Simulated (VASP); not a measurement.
# Mg (P6_3/mmc) in VASP: a series of runs, part 2 of 2

VASP 6.6.1. The steps go on from the part before.

## (3) Single point, PBE (21.55 Å³/atom)

This run uses another cell than the first one, of 21.55 Å³/atom.

Contents of INCAR:

```
PREC = Accurate ; ENCUT = 520
EDIFF = 1E-6 ; ISMEAR = 0
SIGMA = 0.1 ; LREAL = F
LASPH = T ; NELM = 100
ALGO = Normal ; ISIF = 2
LWAVE = F ; LCHARG = T
GGA = PE ; LELF = T
LVHAR = T ; NBANDS = 9
```

Contents of KPOINTS:

```
Automatic mesh
0
Gamma
  15 15 8
```

Contents of POSCAR:

```
Mg
1.0
    3.1445337721      0.0000000000      0.0000000000
   -1.5722668861      2.7232461297      0.0000000000
    0.0000000000      0.0000000000      5.0330467635
Mg
2
Direct
    0.3333333333      0.6666666667      0.2500000000
    0.6666666667      0.3333333333      0.7500000000
```

Potentials or basis: VASP PAW PBE potentials, release 64 (Mg).

Started as:

```bash
$ cat potpaw_PBE.64/Mg/POTCAR > POTCAR
$ mpirun -np 1 vasp_std > vasp.out
```

OUTCAR:

```text
PREC = Accurate
   ENCUT = 520
   EDIFF = 1E-6
   ISMEAR = 0
   LREAL = F
   LASPH = T
   NELM = 100
   ISIF = 2
   GGA = PE

 ion  position               nearest neighbor table
   1  0.333  0.667  0.250-   2 3.10   2 3.10   2 3.10   2 3.10   2 3.10   2 3.10
   2  0.667  0.333  0.750-   1 3.10   1 3.10   1 3.10   1 3.10   1 3.10   1 3.10

  LATTYP: Found a hexagonal cell.
 ALAT       =     3.1445337721
 C/A-ratio  =     1.6005701094

  Lattice vectors:

 A1 = (   3.1445337721,   0.0000000000,   0.0000000000)
 A2 = (  -1.5722668861,   2.7232461297,   0.0000000000)
 A3 = (   0.0000000000,   0.0000000000,   5.0330467635)

Analysis of symmetry for initial positions (statically):
=====================================================================
 Subroutine PRICEL returns:
 Original cell was already a primitive cell.

 Routine SETGRP: Setting up the symmetry group for a
 hexagonal supercell.

 Subroutine GETGRP returns: Found 24 space group operations
 (whereof 12 operations were pure point group operations)
 out of a pool of 24 trial point group operations.

The static configuration has the point symmetry D_3d.
 The point group associated with its full space group is D_6h.

Analysis of symmetry for dynamics (positions and initial velocities):
=====================================================================
 Subroutine PRICEL returns:
 Original cell was already a primitive cell.

 Routine SETGRP: Setting up the symmetry group for a
 hexagonal supercell.

 Subroutine GETGRP returns: Found 24 space group operations
 (whereof 12 operations were pure point group operations)
 out of a pool of 24 trial point group operations.

The dynamic configuration has the point symmetry D_3d.
 The point group associated with its full space group is D_6h.

 Subroutine INISYM returns: Found 24 space group operations
 (whereof 12 operations are pure point group operations),
[... 119 lines left out ...]
  Thomas-Fermi vector in A             =   1.835787
   LORBIT       =      0    0 simple, 1 ext, 2 COOP (PROOUT), +10 PAW based schemes
   GGA     = PE    functional components
   LHFCALC =     F    Hartree Fock is set to
   AEXX    =    0.0000 exact exchange contribution
   IVDW    =     0    specifies the selected vdW correction
   LEPSILON=     F    determine dielectric tensor
   LRPA    =     F    only Hartree local field effects (RPA)
 non-spin polarized calculation
 Gauss-broadening in eV      SIGMA  =   0.10
  energy-cutoff  :      520.00
  volume of cell :       43.10
 maximum number of plane-waves:      1182
 NGX is ok and might be reduce to    24
   NGX = 11   NGY = 11   NGZ = 19

 number of electron       4.0000000 magnetization

 Free energy of the ion-electron system (eV)
  ---------------------------------------------------
  ext. energy  EPLUGINS =         0.00000000
  ---------------------------------------------------
  free energy    TOTEN  =        -2.99621004 eV

  energy without entropy =       -2.99167943  energy(sigma->0) =       -2.99394473

 E-fermi :   2.9689     XC(G=0):  -8.6887

 val. band max:        2.9655832019   @ k =   0.2667   0.2667   0.2500
 cond. band min:       2.9704772605   @ k =   0.3333   0.1333   0.0000
 fundamental gap:      0.0048940586
 Fermi energy:         2.9689191830

 k-point     1 :       0.0000    0.0000    0.0000
  band No.  band energies     occupation
      1      -4.2364      2.00000
      2       1.2626      2.00000
      3       1.8699      2.00000
      4      14.1269      0.00000
      5      14.1269      0.00000
      6      14.3384      0.00000
      7      14.3384      0.00000
      8      15.2362      0.00000
      9      16.8357      0.00000
[... 265 lines left out ...]
 k-point    24 :       0.4000    0.2000    0.0000
  band No.  band energies     occupation
      1       1.2491      2.00000
      2       1.3111      2.00000
      3       4.8731      0.00000
      4       6.2930      0.00000
      5       6.6191      0.00000
      6       7.0312      0.00000
      7       8.5717      0.00000
      8      10.2419      0.00000
      9      11.6396      0.00000

 [... further k-points ...]

------------------------ aborting loop because EDIFF is reached ----------------------------------------

  FORCE on cell =-STRESS in cart. coord.  units (eV):
  Direction    XX          YY          ZZ          XY          YZ          ZX
  --------------------------------------------------------------------------------------
  -------------------------------------------------------------------------------------
  Total        0.6463264      0.6463264      0.6606190     -0.0000000      0.0000000      0.0000000
  in kB       24.0263795     24.0263795     24.5576918     -0.0000000      0.0000000      0.0000000
  external PRESSURE =      24.2034836 kB  Pullay stress =       0.0000000 kB

 VOLUME and BASIS-vectors are now :
 -----------------------------------------------------------------------------
  energy-cutoff  :      520.00
  volume of cell :       43.10
      direct lattice vectors                 reciprocal lattice vectors
     3.144533772  0.000000000  0.000000000     0.318012167  0.183604410  0.000000000
    -1.572266886  2.723246130  0.000000000     0.000000000  0.367208821  0.000000000
     0.000000000  0.000000000  5.033046763     0.000000000  0.000000000  0.198686809

 POSITION                                       TOTAL-FORCE (eV/Angst)
 -----------------------------------------------------------------------------------
     -0.00000      1.81550      1.25826        -0.000000      0.000000      0.000000
      1.57227      0.90775      3.77479         0.000000     -0.000000      0.000000
 -----------------------------------------------------------------------------------
    total drift:                                0.000000     -0.000000      0.000000

  FREE ENERGIE OF THE ION-ELECTRON SYSTEM (eV)
  ---------------------------------------------------
  free  energy   TOTEN  =        -2.9962100431 eV

  energy  without entropy=       -2.9916794261  energy(sigma->0) =       -2.99394473
```

Run time: 12 s. Hardware: 1 thread of Intel Xeon 6975P-C (Granite Rapids), shared host; peak memory 0.19 GiB.

What came out:

* Free energy: -2.9962 eV
* Pressure: 2.4 GPa
* Band gap on the k mesh: zero (bands 2 and 3 overlap by 2.00 eV)

Levels at points of the mesh, in eV from the Fermi level:
| k point | band 1 | band 2 | band 3 | band 4 | band 5 |
| --- | --- | --- | --- | --- | --- |
| (0.00, 0.00, 0.00) | -7.21 | -1.71 | -1.10 | 11.16 | 11.16 |
| (0.00, 0.00, 0.50) | -5.73 | -5.73 | 5.46 | 5.46 | 11.93 |

## (4) Single point, PBE (22.24 Å³/atom)

This run uses another cell than the first one, of 22.24 Å³/atom.

Contents of INCAR:

```
  PREC = Accurate
  ENCUT = 520
  EDIFF = 1E-6
  ISMEAR = 0
  SIGMA = 0.1
  LREAL = F
  LASPH = T
  NELM = 100
  ALGO = Normal
  ISIF = 2
  LWAVE = F
  LCHARG = F
  GGA = PE
  NBANDS = 9
```

Contents of KPOINTS:

```
regular mesh
0
Gamma
  15 15 8
```

Contents of POSCAR:

```
Mg
1.0
    3.1776365602      0.0000000000      0.0000000000
   -1.5888182801      2.7519139852      0.0000000000
    0.0000000000      0.0000000000      5.0860300967
Mg
2
Direct
    0.3333333333      0.6666666667      0.2500000000
    0.6666666667      0.3333333333      0.7500000000
```

Started as:

```bash
$ cat potpaw_PBE.64/Mg/POTCAR > POTCAR
$ mpirun -np 1 vasp_std > vasp.out
```

Wall time 11 s (1 thread of Intel Xeon 6975P-C (Granite Rapids), shared host); peak memory 0.19 GiB.

It converged, with:

- Free energy: -3.0110 eV
- Pressure: 1.1 GPa
- Band gap on the k mesh: zero (bands 2 and 3 overlap by 2.00 eV)

Levels at points of the mesh, in eV from the Fermi level:
```csv
k point,band 1,band 2,band 3,band 4,band 5,band 6
"(0.00, 0.00, 0.00)",-7.07,-1.66,-1.10,10.97,10.97,11.12
"(0.00, 0.00, 0.50)",-5.62,-5.62,5.35,5.35,11.74,11.74
```

## (5) Single point, PBE

This run uses another cell than the first one, of 23.24 Å³/atom.

Contents of INCAR:

```
SYSTEM = Mg
PREC = Accurate ; ENCUT = 520
EDIFF = 1E-6 ; ISMEAR = 0
SIGMA = 0.1 ; LREAL = .FALSE.
LASPH = .TRUE. ; NELM = 100
ALGO = Normal ; ISIF = 2
LWAVE = .FALSE. ; LCHARG = .FALSE.
GGA = PE ; NBANDS = 9
```

Contents of KPOINTS:

```
regular mesh
0
G
  15 15 8
  0 0 0
```

Contents of POSCAR:

```
Mg
1.0
    3.2093000000      0.0000000000      0.0000000000
   -1.6046500000      2.7793353284      0.0000000000
    0.0000000000      0.0000000000      5.2103000000
Mg
2
Direct
    0.3333333333      0.6666666667      0.2500000000
    0.6666666667      0.3333333333      0.7500000000
```

Started as:

```bash
$ cat potpaw_PBE.64/Mg/POTCAR > POTCAR
$ mpirun -np 1 vasp_std > vasp.out
```

It took 11 s on 1 thread of Intel Xeon 6975P-C (Granite Rapids), shared host; peak memory 0.19 GiB.

It converged, with:

```
Free energy            : -3.0126 eV
Pressure               : -0.6 GPa
Band gap on the k mesh : zero (bands 2 and 3 overlap by 2.16 eV)
```

Stress tensor (GPa, compression positive):
```
-0.34  0.00  0.00
 0.00 -0.34  0.00
 0.00  0.00 -1.07
```

Levels at points of the mesh, in eV from the Fermi level:
| k point | band 1 | band 2 | band 3 | band 4 | band 5 | band 6 |
| --- | --- | --- | --- | --- | --- | --- |
| (0.00, 0.00, 0.00) | -6.88 | -1.67 | -1.24 | 10.87 | 10.87 | 10.96 |
| (0.00, 0.00, 0.50) | -5.50 | -5.50 | 5.00 | 5.00 | 11.61 | 11.61 |

## (6) Single point, PBE (24.30 Å³/atom)

This run uses another cell than the first one, of 24.30 Å³/atom.

Contents of INCAR:

```
PREC = Accurate ; ENCUT = 520
EDIFF = 1E-6 ; ISMEAR = 0
SIGMA = 0.1 ; LREAL = False
LASPH = True ; NELM = 100
ALGO = Fast ; ISIF = 2
LWAVE = False ; LCHARG = True
GGA = PE ; LELF = True
LVHAR = True ; NBANDS = 9
```

Contents of KPOINTS:

```
regular mesh
0
Gamma
  15 15 8
```

Contents of POSCAR:

```
Mg
1.0
    3.2730220713      0.0000000000      0.0000000000
   -1.6365110357      2.8345202609      0.0000000000
    0.0000000000      0.0000000000      5.2387012946
Mg
2
Direct
    0.3333333333      0.6666666667      0.2500000000
    0.6666666667      0.3333333333      0.7500000000
```

Potentials or basis: VASP PAW PBE potentials, release 64 (Mg).

Started as:

```bash
$ cat potpaw_PBE.64/Mg/POTCAR > POTCAR
$ mpirun -np 1 vasp_std > vasp.out
```

Wall time 11 s (1 thread of Intel Xeon 6975P-C (Granite Rapids), shared host); peak memory 0.19 GiB.

Results (log left out):

- Free energy: -2.9964 eV
- Pressure: -2.0 GPa
- Band gap on the k mesh: zero (bands 2 and 3 overlap by 2.00 eV)

Levels at points of the mesh, in eV from the Fermi level:
```csv
k point,band 1,band 2,band 3,band 4,band 5,band 6,band 7
"(0.00, 0.00, 0.00)",-6.69,-1.52,-1.11,10.44,10.44,10.47,10.47
"(0.00, 0.00, 0.50)",-5.32,-5.32,5.08,5.08,11.22,11.22,11.22
```

## (7) Overview

```tsv
cell	gap on the mesh (eV)	pressure (GPa)
a = 3.076, b = 3.076, c = 4.924 Å, angles 90.0, 90.0, 120.0°, 2 atoms	none	5.9
a = 3.145, b = 3.145, c = 5.033 Å, angles 90.0, 90.0, 120.0°, 2 atoms	none	2.4
a = 3.178, b = 3.178, c = 5.086 Å, angles 90.0, 90.0, 120.0°, 2 atoms	none	1.1
a = 3.209, b = 3.209, c = 5.210 Å, angles 90.0, 90.0, 120.0°, 2 atoms	none	-0.6
a = 3.273, b = 3.273, c = 5.239 Å, angles 90.0, 90.0, 120.0°, 2 atoms	none	-2.0
```

Alike in all rows: task single point; level PBE; potentials or basis VASP PAW PBE potentials, release 64 (Mg); no spin polarisation; k mesh 15 × 15 × 8; cutoff (eV) 520; smearing gaussian 0.1 eV.

Caveats: the cell stands under pressure (at least some runs).

Total energies depend on the potentials used, so only differences within one code and one set of settings carry meaning.

The gap in the log of VASP goes by the Fermi energy; the results here count the filled bands.